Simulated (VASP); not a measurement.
# CuI (zincblende type) (F-43m) in VASP: a series of runs

Runs on CuI (zincblende type). Level: PBE. Tasks: electric field gradients.

Everything below comes from runs of VASP 6.6.1. Logs are shortened: lines on timing, memory, paths and dates and some standing lists are left out, and cuts for length are marked.

## Step 1: The cell of the first run

It takes space group F-43m (No. 216, cubic). Conventional cell: a = 5.956 Å, b = 5.956 Å, c = 5.956 Å, α = 90.00°, β = 90.00°, γ = 90.00°. Cu (site symmetry -43m) has 4 I at 2.58 Å within 3.4 Å. Within 3.4 Å of I (site symmetry -43m) lie 4 Cu at 2.58 Å.

## Step 2: Electric field gradients, PBE (26.41 Å³/atom)

Input file INCAR:

```
PREC = Accurate
ENCUT = 520
EDIFF = 1E-8
ISMEAR = -1
SIGMA = 0.05
LREAL = False
LASPH = True
NELM = 80
ALGO = Normal
ISIF = 2
LWAVE = False
LCHARG = False
GGA = PE
LEFG = True
NBANDS = 16
```

Input file KPOINTS:

```
Automatic mesh
0
Gamma
  12 12 12
```

Input file POSCAR:

```
CuI
1.0
    0.0000000000      2.9779960031      2.9779960031
    2.9779960031      0.0000000000      2.9779960031
    2.9779960031      2.9779960031      0.0000000000
Cu I
1 1
Direct
    0.0000000000      0.0000000000      0.0000000000
    0.2500000000      0.2500000000      0.2500000000
```

Potentials or basis: VASP PAW PBE potentials, release 64 (Cu, I).

Launch:

```bash
$ cat potpaw_PBE.64/Cu/POTCAR potpaw_PBE.64/I/POTCAR > POTCAR
$ mpirun -np 1 vasp_std > vasp.out
```

OUTCAR:

```text
PREC = Accurate
   ENCUT = 520
   EDIFF = 1E-8
   ISMEAR = -1
   LREAL = False
   LASPH = True
   NELM = 80
   ISIF = 2
   GGA = PE

 ion  position               nearest neighbor table
   1  0.000  0.000  0.000-   2 2.58   2 2.58   2 2.58   2 2.58
   2  0.250  0.250  0.250-   1 2.58   1 2.58   1 2.58   1 2.58

  LATTYP: Found a face centered cubic cell.
 ALAT       =     5.9559920062

  Lattice vectors:

 A1 = (   0.0000000000,   2.9779960031,   2.9779960031)
 A2 = (   2.9779960031,   0.0000000000,   2.9779960031)
 A3 = (   2.9779960031,   2.9779960031,   0.0000000000)

Analysis of symmetry for initial positions (statically):
=====================================================================
 Subroutine PRICEL returns:
 Original cell was already a primitive cell.

 Routine SETGRP: Setting up the symmetry group for a
 face centered cubic supercell.

 Subroutine GETGRP returns: Found 24 space group operations
 (whereof 24 operations were pure point group operations)
 out of a pool of 48 trial point group operations.

The static configuration has the point symmetry T_d .

Analysis of symmetry for dynamics (positions and initial velocities):
=====================================================================
 Subroutine PRICEL returns:
 Original cell was already a primitive cell.

 Routine SETGRP: Setting up the symmetry group for a
 face centered cubic supercell.

 Subroutine GETGRP returns: Found 24 space group operations
 (whereof 24 operations were pure point group operations)
 out of a pool of 48 trial point group operations.

The dynamic configuration has the point symmetry T_d .

 Subroutine INISYM returns: Found 24 space group operations
 (whereof 24 operations are pure point group operations),
 and found     1 'primitive' translations

----------------------------------------------------------------------------------------

                                     Primitive cell

  volume of cell :      52.8205

  direct lattice vectors                    reciprocal lattice vectors
     0.000000000  2.977996003  2.977996003    -0.167898143  0.167898143  0.167898143
     2.977996003  0.000000000  2.977996003     0.167898143 -0.167898143  0.167898143
     2.977996003  2.977996003  0.000000000     0.167898143  0.167898143 -0.167898143

  length of vectors
     4.211522336  4.211522336  4.211522336     0.290808115  0.290808115  0.290808115

  position of ions in fractional coordinates (direct lattice)
     0.000000000  0.000000000  0.000000000
     0.250000000  0.250000000  0.250000000

  ion indices of the primitive-cell ions
   primitive index   ion index
                 1           1
                 2           2

----------------------------------------------------------------------------------------

 KPOINTS: Automatic mesh

Automatic generation of k-mesh.
 Grid dimensions read from file:
 generate k-points for:   12   12   12

 Generating k-lattice:

  Cartesian coordinates                     Fractional coordinates (reciprocal lattice)
    -0.013991512  0.013991512  0.013991512     0.083333333  0.000000000  0.000000000
     0.013991512 -0.013991512  0.013991512     0.000000000  0.083333333  0.000000000
     0.013991512  0.013991512 -0.013991512     0.000000000  0.000000000  0.083333333

  Length of vectors
     0.024234010  0.024234010  0.024234010

  Shift w.r.t. Gamma in fractional coordinates (k-lattice)
     0.000000000  0.000000000  0.000000000

 Subroutine IBZKPT returns following result:
 ===========================================

 Found     72 irreducible k-points:

 Following reciprocal coordinates:
            Coordinates               Weight
  0.000000  0.000000  0.000000      1.000000
  0.083333  0.000000  0.000000      8.000000
  0.166667  0.000000  0.000000      8.000000
  0.250000  0.000000  0.000000      8.000000
  0.333333  0.000000  0.000000      8.000000
  0.416667  0.000000  0.000000      8.000000
[... 16 lines left out ...]
  0.500000  0.166667  0.000000     24.000000
 -0.416667  0.166667  0.000000     24.000000
 [... further k-points ...]
   k-points           NKPTS =     72   k-points in BZ     NKDIM =     72   number of bands    NBANDS=     16
   number of dos      NEDOS =    301   number of ions     NIONS =      2
   total plane-waves  NPLWV =  32768
   dimension x,y,z NGX =    32 NGY =   32 NGZ =   32
   dimension x,y,z NGXF=    64 NGYF=   64 NGZF=   64
   ions per type =               1   1
   NGX,Y,Z   is equivalent  to a cutoff of  12.63, 12.63, 12.63 a.u.
   NGXF,Y,Z  is equivalent  to a cutoff of  25.26, 25.26, 25.26 a.u.
 SYSTEM =  unknown system
   PREC   = accura    normal or accurate (medium, high low for compatibility)
   ISTART =      0    job   : 0-new  1-cont  2-samecut
   ICHARG =      2    charge: 1-file 2-atom 10-const
   ISPIN  =      1    spin polarized calculation?
   LNONCOLLINEAR =      F non collinear calculations
   LSORBIT =      F    spin-orbit coupling
   LASPH  =      T    aspherical Exc in radial PAW
   ENCUT  =  520.0 eV  38.22 Ry    6.18 a.u.   7.83  7.83  7.83*2*pi/ulx,y,z
   NELM   =     80;   NELMIN=  2; NELMDL= -5     # of ELM steps
   EDIFF  = 0.1E-07   stopping-criterion for ELM
   LREAL  =      F    real-space projection
   EDIFFG = 0.1E-06   stopping-criterion for IOM
   NSW    =      0    number of steps for IOM
   IBRION =     -1    ionic relax: 0-MD 1-quasi-New 2-CG
   NFREE  =      0    steps in history (QN), initial steepest desc. (CG)
   ISIF   =      2    stress and relaxation
   ISYM   =      2    0-nonsym 1-usesym 2-fastsym
   POTIM  = 0.5000    time-step for ionic-motion
   TEBEG  =    0.0;   TEEND  =   0.0 temperature during run
   PSTRESS=    0.0 pullay stress
   NELECT =      18.0000    total number of electrons
   NUPDOWN=      -1.0000    fix difference up-down
   EMIN   =  10.00;   EMAX   =-10.00  energy-range for DOS
   EFERMI =   0.00;   METHOD = LEGACY
   ISMEAR =    -1;   SIGMA  =   0.05  broadening in eV -4-tet -1-fermi 0-gaus
   EFERMI_NEDOS =   21; number of points for ismear=-14 and -15
   IALGO  =     38    algorithm
   IMIX   =      4    mixing-type and parameters
     AMIX     =   0.40;   BMIX     =  1.00
     AMIX_MAG =   1.60;   BMIX_MAG =  1.00
  volume/ion in A,a.u.               =      26.41       178.23
  Fermi-wavevector in a.u.,A,eV,Ry     =   1.143488  2.160879 17.790495  1.307564
  Thomas-Fermi vector in A             =   2.280183
   LORBIT       =      0    0 simple, 1 ext, 2 COOP (PROOUT), +10 PAW based schemes
   GGA     = PE    functional components
   LHFCALC =     F    Hartree Fock is set to
   AEXX    =    0.0000 exact exchange contribution
   IVDW    =     0    specifies the selected vdW correction
   LEPSILON=     F    determine dielectric tensor
   LRPA    =     F    only Hartree local field effects (RPA)
 non-spin polarized calculation
  energy-cutoff  :      520.00
  volume of cell :       52.82
 maximum number of plane-waves:      1435
   NGX = 15   NGY = 15   NGZ = 15

 number of electron      17.9999998 magnetization

 Free energy of the ion-electron system (eV)
  ---------------------------------------------------
  ext. energy  EPLUGINS =         0.00000000
  ---------------------------------------------------
  free energy    TOTEN  =        -5.53397290 eV

  energy without entropy =       -5.53397289  energy(sigma->0) =       -5.53397289

 E-fermi :   5.7297     XC(G=0):  -9.1869

 val. band max:        5.0232980886   @ k =   0.0000   0.0000   0.0000
 cond. band min:       6.3154696152   @ k =   0.0000   0.0000   0.0000
 fundamental gap:      1.2921715265
 Fermi energy:         5.7297269250

 k-point     1 :       0.0000    0.0000    0.0000
  band No.  band energies     occupation
      1      -9.2770      2.00000
      2       1.1355      2.00000
      3       1.1355      2.00000
      4       1.1355      2.00000
      5       2.9417      2.00000
      6       2.9417      2.00000
[... 8 lines left out ...]
     15      14.6980      0.00000
     16      14.6980      0.00000
[... 419 lines left out ...]
 k-point    24 :      -0.4167    0.1667    0.0000
  band No.  band energies     occupation
      1      -8.5811      2.00000
      2      -0.6984      2.00000
      3       0.7642      2.00000
      4       1.1669      2.00000
      5       2.9031      2.00000
      6       2.9489      2.00000
[... 8 lines left out ...]
     15      14.9390      0.00000
     16      15.7241      0.00000

 [... further k-points ...]

------------------------ aborting loop because EDIFF is reached ----------------------------------------

  FORCE on cell =-STRESS in cart. coord.  units (eV):
  Direction    XX          YY          ZZ          XY          YZ          ZX
  --------------------------------------------------------------------------------------
  -------------------------------------------------------------------------------------
  Total        0.9417920      0.9417920      0.9417920      0.0000000     -0.0000000      0.0000000
  in kB       28.5669090     28.5669090     28.5669090      0.0000000     -0.0000000      0.0000000
  external PRESSURE =      28.5669090 kB  Pullay stress =       0.0000000 kB

 VOLUME and BASIS-vectors are now :
 -----------------------------------------------------------------------------
  energy-cutoff  :      520.00
  volume of cell :       52.82
      direct lattice vectors                 reciprocal lattice vectors
     0.000000000  2.977996003  2.977996003    -0.167898143  0.167898143  0.167898143
     2.977996003  0.000000000  2.977996003     0.167898143 -0.167898143  0.167898143
     2.977996003  2.977996003  0.000000000     0.167898143  0.167898143 -0.167898143

 POSITION                                       TOTAL-FORCE (eV/Angst)
 -----------------------------------------------------------------------------------
      0.00000      0.00000      0.00000         0.000000      0.000000      0.000000
      1.48900      1.48900      1.48900        -0.000000     -0.000000     -0.000000
 -----------------------------------------------------------------------------------
    total drift:                               -0.000001     -0.000001     -0.000001

  FREE ENERGIE OF THE ION-ELECTRON SYSTEM (eV)
  ---------------------------------------------------
  free  energy   TOTEN  =        -5.5339728991 eV

  energy  without entropy=       -5.5339728852  energy(sigma->0) =       -5.53397289

 Electric field gradients (V/A^2)
---------------------------------------------------------------------
 ion       V_xx      V_yy      V_zz      V_xy      V_xz      V_yz
---------------------------------------------------------------------
   1      -0.000     0.000    -0.000     0.003     0.003     0.003
   2       0.000    -0.000    -0.000     0.000     0.000     0.000
---------------------------------------------------------------------

 Electric field gradients after diagonalization (V/A^2)
 (convention: |V_zz| > |V_xx| > |V_yy|)
----------------------------------------------------------------------
 ion       V_xx      V_yy      V_zz     asymmetry (V_yy - V_xx)/ V_zz
----------------------------------------------------------------------
   1      -0.003    -0.003     0.006       0.000
   2      -0.000    -0.000     0.000       0.000
----------------------------------------------------------------------

           NMR quadrupolar parameters

 Cq : quadrupolar parameter    Cq=e*Q*V_zz/h
 eta: asymmetry parameters     (V_yy - V_xx)/ V_zz
 Q  : nuclear electric quadrupole moment in mb (millibarn)
----------------------------------------------------------------------
 ion       Cq(MHz)       eta       Q (mb)
----------------------------------------------------------------------
   1       0.000       0.000       1.000
   2       0.000       0.000       1.000
----------------------------------------------------------------------
```

Wall time 1.9 min (1 thread of Intel Xeon 8259CL, shared host); peak memory 0.21 GiB.

Results:

* Free energy: -5.5340 eV
* Pressure: 2.9 GPa
* Band gap on the k mesh: 1.29 eV
* Largest electric field gradient by atom: zero within the noise of the run

Levels at points of the mesh, in eV from the valence-band top:
```
           k point  band 7  band 8  band 9  band 10  band 11  band 12
(0.00, 0.00, 0.00)    0.00    0.00    0.00     1.29     4.81     4.81
(0.50, 0.00, 0.00)   -2.00   -0.80   -0.80     2.20     5.37     5.37
(0.50, 0.50, 0.00)   -1.99   -1.69   -1.69     2.60     2.87     9.57
```

Caveat: spin-orbit coupling is left out, which moves the levels of the heavy elements.

## Step 3: Electric field gradients, PBE (26.41 Å³/atom)

Input file INCAR:

```
SYSTEM = CuI
PREC = Accurate
ENCUT = 520
EDIFF = 1E-8
ISMEAR = -1
SIGMA = 0.05
LREAL = .False.
LASPH = .True.
NELM = 100
ALGO = Normal
ISIF = 2
LWAVE = .False.
LCHARG = .False.
GGA = PE
LEFG = .True.
NBANDS = 16
```

Input file KPOINTS:

```
regular mesh
0
Gamma
  12 12 12
  0 0 0
```

POSCAR is that of step 2.

Potentials or basis: VASP PAW PBE potentials, release 64 (Cu, I).

Launch:

```bash
$ cat potpaw_PBE.64/Cu/POTCAR potpaw_PBE.64/I/POTCAR > POTCAR
$ mpirun -np 1 vasp_std > vasp.out
```

OUTCAR:

```text
SYSTEM = CuI
   PREC = Accurate
   ENCUT = 520
   EDIFF = 1E-8
   ISMEAR = -1
   LREAL = .False.
   LASPH = .True.
   NELM = 100
   ISIF = 2
   GGA = PE

 ion  position               nearest neighbor table
   1  0.000  0.000  0.000-   2 2.58   2 2.58   2 2.58   2 2.58
   2  0.250  0.250  0.250-   1 2.58   1 2.58   1 2.58   1 2.58

  LATTYP: Found a face centered cubic cell.
 ALAT       =     5.9559920062

  Lattice vectors:

 A1 = (   0.0000000000,   2.9779960031,   2.9779960031)
 A2 = (   2.9779960031,   0.0000000000,   2.9779960031)
[... 667 lines left out ...]
  ---------------------------------------------------
  free  energy   TOTEN  =        -5.5339728991 eV

  energy  without entropy=       -5.5339728852  energy(sigma->0) =       -5.53397289

 Electric field gradients (V/A^2)
---------------------------------------------------------------------
 ion       V_xx      V_yy      V_zz      V_xy      V_xz      V_yz
---------------------------------------------------------------------
   1      -0.000     0.000    -0.000     0.003     0.003     0.003
   2       0.000    -0.000    -0.000     0.000     0.000     0.000
---------------------------------------------------------------------

 Electric field gradients after diagonalization (V/A^2)
 (convention: |V_zz| > |V_xx| > |V_yy|)
----------------------------------------------------------------------
 ion       V_xx      V_yy      V_zz     asymmetry (V_yy - V_xx)/ V_zz
----------------------------------------------------------------------
   1      -0.003    -0.003     0.006       0.000
   2      -0.000    -0.000     0.000       0.000
----------------------------------------------------------------------

           NMR quadrupolar parameters

 Cq : quadrupolar parameter    Cq=e*Q*V_zz/h
 eta: asymmetry parameters     (V_yy - V_xx)/ V_zz
 Q  : nuclear electric quadrupole moment in mb (millibarn)
----------------------------------------------------------------------
 ion       Cq(MHz)       eta       Q (mb)
----------------------------------------------------------------------
   1       0.000       0.000       1.000
   2       0.000       0.000       1.000
----------------------------------------------------------------------
```

OSZICAR:

```text
N       E                     dE             d eps       ncg     rms          rms(c)
DAV:   1     0.102363071979E+03    0.10236E+03   -0.78732E+03  2304   0.122E+03
DAV:   2     0.100277500349E+01   -0.10136E+03   -0.92967E+02  2480   0.235E+02
DAV:   3    -0.557688017132E+01   -0.65797E+01   -0.65056E+01  3096   0.653E+01
DAV:   4    -0.578083362494E+01   -0.20395E+00   -0.20390E+00  3024   0.101E+01
DAV:   5    -0.578537663051E+01   -0.45430E-02   -0.45429E-02  3352   0.150E+00    0.574E+00
DAV:   6    -0.570266486616E+01    0.82712E-01   -0.30001E+00  2376   0.479E+01    0.368E+00
DAV:   7    -0.553551093962E+01    0.16715E+00   -0.72375E-01  2392   0.288E+01    0.183E+00
DAV:   8    -0.553645072768E+01   -0.93979E-03   -0.37730E-02  3672   0.277E+00    0.477E-01
DAV:   9    -0.553377937667E+01    0.26714E-02   -0.10171E-02  2872   0.304E+00    0.132E-01
DAV:  10    -0.553395910649E+01   -0.17973E-03   -0.60698E-04  2888   0.216E-01    0.502E-02
DAV:  11    -0.553397370564E+01   -0.14599E-04   -0.23927E-04  2880   0.446E-01    0.294E-02
DAV:  12    -0.553397407998E+01   -0.37434E-06   -0.21299E-05  3736   0.559E-02    0.258E-02
DAV:  13    -0.553397259602E+01    0.14840E-05   -0.20604E-06  3656   0.393E-02    0.114E-02
DAV:  14    -0.553397267217E+01   -0.76145E-07   -0.50313E-06  3096   0.674E-02    0.350E-03
DAV:  15    -0.553397296734E+01   -0.29517E-06   -0.87824E-07  3512   0.979E-03    0.508E-03
DAV:  16    -0.553397290032E+01    0.67028E-07   -0.25656E-08  3192   0.282E-03    0.283E-03
DAV:  17    -0.553397289907E+01    0.12462E-08   -0.20104E-08  2872   0.221E-03
   1 F= -.55339729E+01 E0= -.55339729E+01  d E =-.138385E-07
```

Run time: 1.9 min. Hardware: 1 thread of Intel Xeon 8259CL, shared host; peak memory 0.22 GiB.

Results:

```yaml
Free_energy: -5.5340 eV
Pressure: 2.9 GPa
Band_gap_on_the_k_mesh: 1.29 eV
Largest_electric_field_gradient_by_atom: zero within the noise of the run
```

Caveat: spin-orbit coupling is left out, which moves the levels of the heavy elements. A k mesh can miss the band edges.
